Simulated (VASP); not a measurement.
# TiAl3 (I4/mmm) in VASP: single point with PBE

Aim: the single point of TiAl3 with PBE.

Program: VASP 6.6.1. These are calculated values, not measurements. Logs are shortened: lines on timing, memory, paths and dates and some standing lists are left out, and cuts for length are marked.

### Step 1. The cell of the first run

The structure is tetragonal, space group I4/mmm (No. 139). Conventional cell: a = 3.845 Å, b = 3.845 Å, c = 8.622 Å, α = 90.00°, β = 90.00°, γ = 90.00°. Ti (site symmetry 4/mmm) has 12 Al at 2.72 to 2.89 Å within 3.6 Å. Al (site symmetry 4/mmm) has 4 Ti at 2.72 Å and 8 Al at 2.89 Å within 3.6 Å. Within 3.6 Å of Al (site symmetry -4m2) lie 8 Al at 2.72 to 2.89 Å and 4 Ti at 2.89 Å.

### Step 2. Single point, PBE

INCAR

```
  PREC = Accurate
  ENCUT = 520
  EDIFF = 1E-6
  ISMEAR = 0
  SIGMA = 0.1
  LREAL = False
  LASPH = True
  NELM = 100
  ALGO = Normal
  ISIF = 2
  LWAVE = False
  LCHARG = False
  GGA = PE
  NBANDS = 18
```

KPOINTS

```
regular mesh
0
Gamma
  16 16 16
```

POSCAR

```
TiAl3
1.0
   -1.9225875461      1.9225875461      4.3112011240
    1.9225875461     -1.9225875461      4.3112011240
    1.9225875461      1.9225875461     -4.3112011240
Ti Al
1 3
Direct
    0.0000000000      0.0000000000      0.0000000000
    0.5000000000      0.5000000000      0.0000000000
    0.7500000000      0.2500000000      0.5000000000
    0.2500000000      0.7500000000      0.5000000000
```

Potentials or basis: VASP PAW PBE potentials, release 64 (Ti_sv, Al).

Run with:

```console
$ cat potpaw_PBE.64/Ti_sv/POTCAR potpaw_PBE.64/Al/POTCAR > POTCAR
$ mpirun -np 1 vasp_std > vasp.out
```

OUTCAR:

```text
PREC = Accurate
   ENCUT = 520
   EDIFF = 1E-6
   ISMEAR = 0
   LREAL = False
   LASPH = True
   NELM = 100
   ISIF = 2
   GGA = PE

 ion  position               nearest neighbor table
   1  0.000  0.000  0.000-   2 2.72   2 2.72   2 2.72   2 2.72   4 2.89   3 2.89   4 2.89   4 2.89
                             3 2.89   3 2.89   4 2.89   3 2.89
   2  0.500  0.500  0.000-   1 2.72   1 2.72   1 2.72   1 2.72   4 2.89   3 2.89   4 2.89   3 2.89
                             4 2.89   4 2.89   3 2.89   3 2.89
   3  0.750  0.250  0.500-   4 2.72   4 2.72   4 2.72   4 2.72   2 2.89   1 2.89   2 2.89   1 2.89
                             2 2.89   2 2.89   1 2.89   1 2.89
   4  0.250  0.750  0.500-   3 2.72   3 2.72   3 2.72   3 2.72   2 2.89   1 2.89   2 2.89   2 2.89
                             1 2.89   1 2.89   2 2.89   1 2.89

  LATTYP: Found a body centered tetragonal cell.
 ALAT       =     3.8451750922
 C/A-ratio  =     2.2423952203

  Lattice vectors:

 A1 = (  -1.9225875461,   1.9225875461,   4.3112011240)
 A2 = (   1.9225875461,  -1.9225875461,   4.3112011240)
 A3 = (   1.9225875461,   1.9225875461,  -4.3112011240)

Analysis of symmetry for initial positions (statically):
=====================================================================
 Subroutine PRICEL returns:
 Original cell was already a primitive cell.

 Routine SETGRP: Setting up the symmetry group for a
 body centered tetragonal supercell.

 Subroutine GETGRP returns: Found 16 space group operations
 (whereof 16 operations were pure point group operations)
 out of a pool of 16 trial point group operations.

The static configuration has the point symmetry D_4h.

Analysis of symmetry for dynamics (positions and initial velocities):
=====================================================================
 Subroutine PRICEL returns:
 Original cell was already a primitive cell.

 Routine SETGRP: Setting up the symmetry group for a
 body centered tetragonal supercell.

 Subroutine GETGRP returns: Found 16 space group operations
 (whereof 16 operations were pure point group operations)
 out of a pool of 16 trial point group operations.

The dynamic configuration has the point symmetry D_4h.

 Subroutine INISYM returns: Found 16 space group operations
 (whereof 16 operations are pure point group operations),
 and found     1 'primitive' translations

----------------------------------------------------------------------------------------

                                     Primitive cell

  volume of cell :      63.7427

  direct lattice vectors                    reciprocal lattice vectors
    -1.922587546  1.922587546  4.311201124     0.000000000  0.260066181  0.115976960
     1.922587546 -1.922587546  4.311201124     0.260066181  0.000000000  0.115976960
     1.922587546  1.922587546 -4.311201124     0.260066181  0.260066181  0.000000000

  length of vectors
     5.096973698  5.096973698  5.096973698     0.284754409  0.284754409  0.367789120

  position of ions in fractional coordinates (direct lattice)
     0.000000000  0.000000000  0.000000000
     0.500000000  0.500000000  0.000000000
     0.750000000  0.250000000  0.500000000
     0.250000000  0.750000000  0.500000000

  ion indices of the primitive-cell ions
   primitive index   ion index
                 1           1
                 2           2
                 3           3
                 4           4

----------------------------------------------------------------------------------------

 KPOINTS: regular mesh

Automatic generation of k-mesh.
 Grid dimensions read from file:
 generate k-points for:   16   16   16

 Generating k-lattice:

  Cartesian coordinates                     Fractional coordinates (reciprocal lattice)
     0.000000000  0.016254136  0.007248560     0.062500000  0.000000000 -0.000000000
     0.016254136  0.000000000  0.007248560     0.000000000  0.062500000 -0.000000000
     0.016254136  0.016254136  0.000000000     0.000000000  0.000000000  0.062500000

  Length of vectors
     0.017797151  0.017797151  0.022986820

  Shift w.r.t. Gamma in fractional coordinates (k-lattice)
     0.000000000  0.000000000  0.000000000

 Subroutine IBZKPT returns following result:
 ===========================================

 Found    349 irreducible k-points:

 Following reciprocal coordinates:
            Coordinates               Weight
  0.000000  0.000000  0.000000      1.000000
  0.062500  0.000000 -0.000000      8.000000
  0.125000  0.000000 -0.000000      8.000000
  0.187500  0.000000 -0.000000      8.000000
  0.250000  0.000000 -0.000000      8.000000
  0.312500  0.000000 -0.000000      8.000000
[... 16 lines left out ...]
 -0.125000  0.062500  0.000000     16.000000
 -0.062500  0.062500  0.000000      4.000000
 [... further k-points ...]
   k-points           NKPTS =    349   k-points in BZ     NKDIM =    349   number of bands    NBANDS=     18
   number of dos      NEDOS =    301   number of ions     NIONS =      4
   total plane-waves  NPLWV =  64000
   dimension x,y,z NGX =    40 NGY =   40 NGZ =   40
   dimension x,y,z NGXF=    80 NGYF=   80 NGZF=   80
   ions per type =               1   3
   NGX,Y,Z   is equivalent  to a cutoff of  13.05, 13.05, 13.05 a.u.
   NGXF,Y,Z  is equivalent  to a cutoff of  26.09, 26.09, 26.09 a.u.
 SYSTEM =  unknown system
   PREC   = accura    normal or accurate (medium, high low for compatibility)
   ISTART =      0    job   : 0-new  1-cont  2-samecut
   ICHARG =      2    charge: 1-file 2-atom 10-const
   ISPIN  =      1    spin polarized calculation?
   LNONCOLLINEAR =      F non collinear calculations
   LSORBIT =      F    spin-orbit coupling
   LASPH  =      T    aspherical Exc in radial PAW
   ENCUT  =  520.0 eV  38.22 Ry    6.18 a.u.   9.48  9.48  9.48*2*pi/ulx,y,z
   NELM   =    100;   NELMIN=  2; NELMDL= -5     # of ELM steps
   EDIFF  = 0.1E-05   stopping-criterion for ELM
   LREAL  =      F    real-space projection
   EDIFFG = 0.1E-04   stopping-criterion for IOM
   NSW    =      0    number of steps for IOM
   IBRION =     -1    ionic relax: 0-MD 1-quasi-New 2-CG
   NFREE  =      0    steps in history (QN), initial steepest desc. (CG)
   ISIF   =      2    stress and relaxation
   ISYM   =      2    0-nonsym 1-usesym 2-fastsym
   POTIM  = 0.5000    time-step for ionic-motion
   TEBEG  =    0.0;   TEEND  =   0.0 temperature during run
   PSTRESS=    0.0 pullay stress
   NELECT =      21.0000    total number of electrons
   NUPDOWN=      -1.0000    fix difference up-down
   EMIN   =  10.00;   EMAX   =-10.00  energy-range for DOS
   EFERMI =   0.00;   METHOD = LEGACY
   ISMEAR =     0;   SIGMA  =   0.10  broadening in eV -4-tet -1-fermi 0-gaus
   EFERMI_NEDOS =   21; number of points for ismear=-14 and -15
   IALGO  =     38    algorithm
   IMIX   =      4    mixing-type and parameters
     AMIX     =   0.40;   BMIX     =  1.00
     AMIX_MAG =   1.60;   BMIX_MAG =  1.00
  volume/ion in A,a.u.               =      15.94       107.54
  Fermi-wavevector in a.u.,A,eV,Ry     =   1.130675  2.136666 17.394038  1.278426
  Thomas-Fermi vector in A             =   2.267372
   LORBIT       =      0    0 simple, 1 ext, 2 COOP (PROOUT), +10 PAW based schemes
   GGA     = PE    functional components
   LHFCALC =     F    Hartree Fock is set to
   AEXX    =    0.0000 exact exchange contribution
   IVDW    =     0    specifies the selected vdW correction
   LEPSILON=     F    determine dielectric tensor
   LRPA    =     F    only Hartree local field effects (RPA)
 non-spin polarized calculation
 Gauss-broadening in eV      SIGMA  =   0.10
  energy-cutoff  :      520.00
  volume of cell :       63.74
 maximum number of plane-waves:      1752
 NGX is ok and might be reduce to    40
   NGX = 19   NGY = 19   NGZ = 19

 number of electron      21.0000000 magnetization

 Free energy of the ion-electron system (eV)
  ---------------------------------------------------
  ext. energy  EPLUGINS =         0.00000000
  ---------------------------------------------------
  free energy    TOTEN  =       -20.66550223 eV

  energy without entropy =      -20.65674858  energy(sigma->0) =      -20.66112541

 E-fermi :   8.1765     XC(G=0): -10.7182

 val. band max:        8.1711216907   @ k =  -0.3750   0.5000   0.2500
 cond. band min:       8.1832029735   @ k =   0.3750   0.1875  -0.0000
 fundamental gap:      0.0120812829
 Fermi energy:         8.1765083287

 k-point     1 :       0.0000    0.0000    0.0000
  band No.  band energies     occupation
      1     -48.3294      2.00000
      2     -24.6417      2.00000
      3     -24.6417      2.00000
      4     -24.5631      2.00000
      5      -1.8569      2.00000
      6       5.3148      2.00000
[... 10 lines left out ...]
     17      11.9110      0.00000
     18      11.9110      0.00000

 k-point     2 :       0.0625    0.0000   -0.0000
  band No.  band energies     occupation
      1     -48.3294      2.00000
      2     -24.6426      2.00000
      3     -24.6416      2.00000
      4     -24.5630      2.00000
      5      -1.8087      2.00000
      6       5.0553      2.00000
[... 10 lines left out ...]
     17      11.9252      0.00000
     18      12.2151      0.00000

 k-point     3 :       0.1250    0.0000   -0.0000
  band No.  band energies     occupation
      1     -48.3292      2.00000
      2     -24.6454      2.00000
      3     -24.6414      2.00000
      4     -24.5629      2.00000
      5      -1.6644      2.00000
      6       4.7256      2.00000
[... 10 lines left out ...]
     17      11.9890      0.00000
     18      12.9033      0.00000

 k-point     4 :       0.1875    0.0000   -0.0000
  band No.  band energies     occupation
      1     -48.3290      2.00000
      2     -24.6496      2.00000
      3     -24.6411      2.00000
      4     -24.5627      2.00000
      5      -1.4258      2.00000
      6       4.3763      2.00000
[... 375 lines left out ...]
      4     -24.5625      2.00000
      5      -1.4249      2.00000
      6       4.6876      2.00000
[... 10 lines left out ...]
     17      12.3079      0.00000
     18      13.6759      0.00000

 k-point    23 :      -0.1250    0.0625    0.0000
  band No.  band energies     occupation
      1     -48.3292      2.00000
      2     -24.6454      2.00000
      3     -24.6424      2.00000
      4     -24.5628      2.00000
      5      -1.6479      2.00000
      6       5.0949      2.00000
[... 10 lines left out ...]
     17      12.1623      0.00000
     18      12.9544      0.00000

 k-point    24 :      -0.0625    0.0625    0.0000
  band No.  band energies     occupation
      1     -48.3293      2.00000
      2     -24.6427      2.00000
      3     -24.6425      2.00000
      4     -24.5630      2.00000
      5      -1.7763      2.00000
      6       5.3829      2.00000
[... 10 lines left out ...]
     17      12.0541      0.00000
     18      12.3194      0.00000

 [... further k-points ...]

------------------------ aborting loop because EDIFF is reached ----------------------------------------

  FORCE on cell =-STRESS in cart. coord.  units (eV):
  Direction    XX          YY          ZZ          XY          YZ          ZX
  --------------------------------------------------------------------------------------
  -------------------------------------------------------------------------------------
  Total       -0.0318000     -0.0318000     -0.0410458      0.0000000      0.0000000      0.0000000
  in kB       -0.7992952     -0.7992952     -1.0316880      0.0000000      0.0000000      0.0000000
  external PRESSURE =      -0.8767595 kB  Pullay stress =       0.0000000 kB

 VOLUME and BASIS-vectors are now :
 -----------------------------------------------------------------------------
  energy-cutoff  :      520.00
  volume of cell :       63.74
      direct lattice vectors                 reciprocal lattice vectors
    -1.922587546  1.922587546  4.311201124     0.000000000  0.260066181  0.115976960
     1.922587546 -1.922587546  4.311201124     0.260066181  0.000000000  0.115976960
     1.922587546  1.922587546 -4.311201124     0.260066181  0.260066181  0.000000000

 POSITION                                       TOTAL-FORCE (eV/Angst)
 -----------------------------------------------------------------------------------
      0.00000      0.00000      0.00000         0.000000      0.000000      0.000000
      0.00000      0.00000      4.31120         0.000000      0.000000      0.000000
      0.00000      1.92259      2.15560        -0.000000     -0.000000     -0.000000
      1.92259      0.00000      2.15560        -0.000000      0.000000      0.000000
 -----------------------------------------------------------------------------------
    total drift:                               -0.000000     -0.000000     -0.000000

  FREE ENERGIE OF THE ION-ELECTRON SYSTEM (eV)
  ---------------------------------------------------
  free  energy   TOTEN  =       -20.6655022294 eV

  energy  without entropy=      -20.6567485832  energy(sigma->0) =      -20.66112541
```

Run time: 9.1 min. Hardware: 1 thread of Intel Xeon Platinum 8375C at 2.90GHz (Ice Lake), shared host; peak memory 0.53 GiB.

What came out:

```yaml
Free_energy: -20.6655 eV
Pressure: -0.1 GPa
Band_gap_on_the_k_mesh: zero (an odd number of electrons rules out a gap without spin polarisation)
```
